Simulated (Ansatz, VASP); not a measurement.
SrNb in VASP and in Ansatz

```
Sr Nb
1.0
     3.12147    0.00000    0.00000
    -1.56074    2.70327    0.00000
     0.00000    0.00000    6.26564
Sr Nb
1 1
Direct
  0.00000 0.00000 0.50000
  0.00000 0.00000 0.00000
```

Alike in both runs: functional PBE; k mesh 7 × 7 × 4; occupations gaussian, width 0.2 eV; no spin polarisation.

Ansatz relaxed the structure, and its values are those at the end. VASP's run is a single point on that final structure, the one shown.

```csv
,VASP,Ansatz
version,VASP 6.6.1,Ansatz 0.2.0
potentials or method,"VASP PAW PBE potentials, release 64 (Sr_sv, Nb_sv), cutoff 500 eV","scalar-relativistic, plane waves, PAW"
valence electrons in the cell,23,23
```

|  | VASP | Ansatz | Ansatz less VASP |
| --- | --- | --- | --- |
| gap on the k mesh at the Fermi level (eV) | none | none | - |
| pressure (GPa) | 0.2 | 0.1 | -0.08 |

A gap of «none» marks a metal or a gap that the smearing closes. With one functional, cell and mesh, what is left measures potentials, basis and numerics.
